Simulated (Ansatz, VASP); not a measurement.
**Si4Cl in VASP and in Ansatz**

Contents of INCAR:

```
SYSTEM = Si4Cl
PREC     = Accurate       ! precision mode
ENCUT    = 520            ! plane-wave cutoff, eV
EDIFF    = 1E-6           ! SCF threshold, eV
ISMEAR   = 0              ! smearing method
SIGMA    = 0.1            ! smearing width, eV
LREAL    = .FALSE.        ! projectors in reciprocal space
LASPH    = .TRUE.         ! aspherical terms in the spheres
NELM     = 80             ! most SCF steps
ALGO     = Normal         ! electronic algorithm
ISIF     = 2              ! what is computed and relaxed
LWAVE    = .FALSE.        ! write WAVECAR
LCHARG   = .TRUE.         ! write CHGCAR
GGA      = PE             ! functional
LELF     = .TRUE.         ! ELF
LVHAR    = .TRUE.       
NBANDS   = 20             ! bands
```

The input KPOINTS:

```
Automatic mesh
0
G
  4 4 4
  0 0 0
```

Contents of POSCAR:

```
Si4Cl
1.0
    3.9832266600      0.0000000000      0.0000000000
    0.0000000000      3.9832266600      0.0000000000
    0.0000000000      0.0000000000      6.5975462400
Si Cl
4 1
Direct
    0.5000000000      0.5000000000      0.5000000000
    0.5000000000      0.5000000000      0.0000000000
    0.5000000000      0.5000000000      0.7815463100
    0.5000000000      0.5000000000      0.2184536900
    0.0000000000      0.0000000000      0.0000000000
```

Input for Ansatz:

```yaml
crystal:
  lattice:
    - [3.98322666, 0.0, 0.0]
    - [0.0, 3.98322666, 0.0]
    - [0.0, 0.0, 6.59754624]
  atoms:
    - { symbol: Si, position: [0.5, 0.5, 0.5] }
    - { symbol: Si, position: [0.5, 0.5, 0.0] }
    - { symbol: Si, position: [0.5, 0.5, 0.78154631] }
    - { symbol: Si, position: [0.5, 0.5, 0.21845369] }
    - { symbol: Cl, position: [0.0, 0.0, 0.0] }
basis:
  ecutwfc: 420
kpoints:
  mp_grid: { grid: [4, 4, 4] }
hamiltonian:
  xc: pbe
scf:
  occupations: { method: gaussian, width: 0.1 }
  lower_state_search: "off"
output:
  forces: true
  stress: true
  eigenvalues: true
```

Alike in both runs: task single point; functional PBE; k mesh 4 × 4 × 4; occupations gaussian, width 0.1 eV; no spin polarisation.

```csv
,VASP,Ansatz
version,VASP 6.6.1,Ansatz 0.2.0
potentials or method,"VASP PAW PBE potentials, release 64 (Si, Cl), cutoff 520 eV","scalar-relativistic, plane waves, PAW"
valence electrons in the cell,23,23
```

Ansatz gave:

```
gap on the k mesh at the Fermi level (eV) : none
rms of the force components (eV/Å)        : 16.127
```

Problem. What did VASP give for the same quantities?

Solution. gap on the k mesh at the Fermi level (eV): none; rms of the force components (eV/Å): 16.463.

Atom by atom the forces differ by 0.336 eV/Å (rms over components). A gap of «none» marks a metal or a gap that the smearing closes.

The k mesh is coarse, so the values compare programs but aren't converged.
